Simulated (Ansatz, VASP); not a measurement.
# Two plane-wave programs on Hg

```
Hg
1.0
     2.78478   -5.93101    0.00000
     2.78478    5.93101    0.00000
     0.00000    0.00000    3.57151
Hg
4
Direct
  0.36818 0.63182 0.50010
  0.86818 0.13182 0.99990
  0.13182 0.86818 0.00010
  0.63182 0.36818 0.49990
```

Alike in both runs: functional PBE; k mesh 10 × 10 × 14; occupations gaussian, width 0.1 eV; no spin polarisation.

Ansatz relaxed the structure, and its values are those at the end. VASP's run is a single point on that final structure, the one shown.

|  | VASP | Ansatz |
| --- | --- | --- |
| version | VASP 6.6.1 | Ansatz 0.2.0 |
| potentials or method | VASP PAW PBE potentials, release 64 (Hg), cutoff 520 eV | scalar-relativistic, plane waves, PAW |
| valence electrons in the cell | 48 | 80 |

Ansatz gave:

```
gap on the k mesh at the Fermi level (eV) : none
pressure (GPa)                            : 0.0
```

**Question.** Which values does VASP return?

**Answer.** gap on the k mesh at the Fermi level (eV): none; pressure (GPa): 0.1.

A gap of «none» marks a metal or a gap that the smearing closes. VASP's potentials hold 48 valence electrons a cell and Ansatz's 80, so a difference there can come from the potentials and not from the codes.

Spin-orbit coupling is off throughout.
